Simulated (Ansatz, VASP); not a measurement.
**SnPb2Se3 in VASP and in Ansatz**

```
Sn Pb Se
1.0
    -2.17588    2.17588    9.23146
     2.17588   -2.17588    9.23146
     2.17588    2.17588   -9.23146
Sn Pb Se
1 2 3
Direct
  0.50000 0.50000 0.00000
  0.83333 0.83333 0.00000
  0.16667 0.16667 0.00000
  0.00000 0.00000 0.00000
  0.66667 0.66667 0.00000
  0.33333 0.33333 0.00000
```

Alike in both runs: task single point; functional PBE; k mesh 6 × 6 × 6; occupations gaussian, width 0.1 eV; no spin polarisation.

|  | VASP | Ansatz |
| --- | --- | --- |
| version | VASP 6.6.1 | Ansatz 0.2.0 |
| potentials or method | VASP PAW PBE potentials, release 64 (Sn_d, Pb_d, Se), cutoff 520 eV | scalar-relativistic, plane waves, PAW |
| valence electrons in the cell | 60 | 90 |

```tsv
	VASP	Ansatz	Ansatz less VASP
gap on the k mesh at the Fermi level (eV)	0.05	0.04	-0.002
least direct gap on the mesh (eV)	0.05	0.04	-0.002
pressure (GPa)	0.3	0.3	+0.02
rms of the force components (eV/Å)	0.061	0.061	+0.0002
```

Atom by atom the forces differ by 0.000 eV/Å (rms over components). VASP's potentials hold 60 valence electrons a cell and Ansatz's 90, so a difference there can come from the potentials and not from the codes.

Spin-orbit coupling is off throughout.
